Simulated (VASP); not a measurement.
Write the native input for VASP 6.6.1 that does the following.

```
Task                   : single point
Functional             : PBE
Potentials or basis    : VASP PAW PBE potentials, release 64 (Li_sv, Cl)
Cutoff                 : 520 eV
k mesh                 : 6 × 6 × 2
Occupations            : gaussian, width 0.02 eV
Spin                   : no spin polarisation
Dipole correction      : no
Further INCAR settings : ALGO = Normal; EDIFF = 1e-06; NBANDS = 30
```

The structure of LiCl lies in POSCAR:

```
LiCl
1.0
    3.6922922495      0.0000000000      0.0000000000
   -1.8461461247      3.1976188863      0.0000000000
    0.0000000000      0.0000000000     12.2564403051
Li Cl
4 4
Direct
    0.3333333333      0.6666666667      0.8767234304
    0.6666666667      0.3333333333      0.1232765696
    0.6666666667      0.3333333333      0.3767234304
    0.3333333333      0.6666666667      0.6232765696
    0.6666666667      0.3333333333      0.7500000000
    0.0000000000      0.0000000000      0.0000000000
    0.3333333333      0.6666666667      0.2500000000
    0.0000000000      0.0000000000      0.5000000000
```

This cell differs from its parent crystal: volume scaled by 1.06, then relaxed in part.

These files were run (other wordings do the same):

INCAR

```
SYSTEM = LiCl
  PREC = Accurate
  ENCUT = 520
  EDIFF = 1E-6
  ISMEAR = 0
  SIGMA = 0.02
  LREAL = .False.
  LASPH = .True.
  NELM = 100
  ALGO = Normal
  ISIF = 2
  LWAVE = .False.
  LCHARG = .False.
  GGA = PE
  NBANDS = 30
```

KPOINTS

```
regular mesh
0
Gamma
  6 6 2
  0 0 0
```

Potentials or basis: VASP PAW PBE potentials, release 64 (Li_sv, Cl).

The run is started by

```bash
$ cat potpaw_PBE.64/Li_sv/POTCAR potpaw_PBE.64/Cl/POTCAR > POTCAR
$ mpirun -np 1 vasp_std > vasp.out
```

Results of the run:

```
Largest force          : 0.004 eV/Å
Band gap on the k mesh : 5.91 eV, direct
```

Wall time 26 s on 1 thread of Intel(R) Xeon(R) 6975P-C (Granite Rapids) (shared host), peak memory 0.26 GiB.
